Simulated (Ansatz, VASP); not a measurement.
**SrHf in VASP and in Ansatz**

```
Sr Hf
1.0
     3.98811    0.00000    0.00000
     0.00000    3.98811    0.00000
     0.00000    0.00000    3.98811
Sr Hf
1 1
Direct
  0.00000 0.00000 0.00000
  0.50000 0.50000 0.50000
```

Alike in both runs: task relaxation of cell and atoms; functional PBE; k mesh 14 × 14 × 14; occupations gaussian, width 0.1 eV; no spin polarisation.

|  | VASP | Ansatz |
| --- | --- | --- |
| version | VASP 6.6.1 | Ansatz 0.2.0 |
| potentials or method | VASP PAW PBE potentials, release 64 (Sr_sv, Hf_pv), cutoff 600 eV | scalar-relativistic, plane waves, PAW |
| valence electrons in the cell | 20 | 36 |

|  | VASP | Ansatz | Ansatz less VASP |
| --- | --- | --- | --- |
| gap on the k mesh at the Fermi level, each at its own relaxed structure (eV) | none | none | - |
| relaxed volume (Å³/atom) | 31.95 | 31.92 | -0.029 |
| relaxed length of the cell vector where the two differ most in proportion (Å) | 3.998 | 3.997 | -0.0012 |

A gap of «none» marks a metal or a gap that the smearing closes. VASP's potentials hold 20 valence electrons a cell and Ansatz's 36, so a difference there can come from the potentials and not from the codes.

Spin-orbit coupling is off throughout.
